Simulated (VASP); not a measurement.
**In: single point with BLYP**

Crystal: In.

```
In
1.0
    -1.68716    1.72121    2.67247
     1.72121   -1.68716    2.67247
     1.68958    1.68958   -2.65010
In
1
Direct
  0.00000 0.00000 0.00000
```

```json
{
 "Program": "VASP 6.6.1",
 "Task": "single point",
 "Functional": "BLYP",
 "Potentials or basis": "VASP PAW PBE potentials, release 64 (In_d)",
 "Cutoff": "520 eV",
 "k mesh": "18 × 18 × 21",
 "Occupations": "fermi-dirac, width 0.1 eV",
 "Spin": "no spin polarisation",
 "Dipole correction": "no",
 "Further INCAR settings": "ALGO = Normal; EDIFF = 1e-06; NBANDS = 12"
}
```

```yaml
Pressure: 0.0 GPa
Band_gap_on_the_k_mesh: zero (an odd number of electrons rules out a gap without spin polarisation)
```

Levels at points of the mesh, in eV from the Fermi level:
| k point | band 2 | band 3 | band 4 | band 5 | band 6 | band 7 | band 8 | band 9 | band 10 | band 11 |
| --- | --- | --- | --- | --- | --- | --- | --- | --- | --- | --- |
| (0.00, 0.00, 0.00) | -14.51 | -14.51 | -14.48 | -14.39 | -8.44 | 8.67 | 8.82 | 9.02 | 11.60 | 12.54 |
| (0.50, 0.00, 0.00) | -14.56 | -14.49 | -14.35 | -14.32 | -4.40 | -2.57 | 6.22 | 8.02 | 10.19 | 11.25 |
| (0.50, 0.50, 0.00) | -14.60 | -14.35 | -14.35 | -14.26 | -2.08 | -1.33 | 2.87 | 3.64 | 6.41 | 7.08 |

Run time: 7 min on 1 thread of Intel(R) Xeon(R) Platinum 8488C (Sapphire Rapids), on a shared host, peak memory 0.69 GiB.

Caveat: the PAW data sets were made with another functional, which shifts forces and pressure a little; spin-orbit coupling is left out, which moves the levels of the heavy elements.
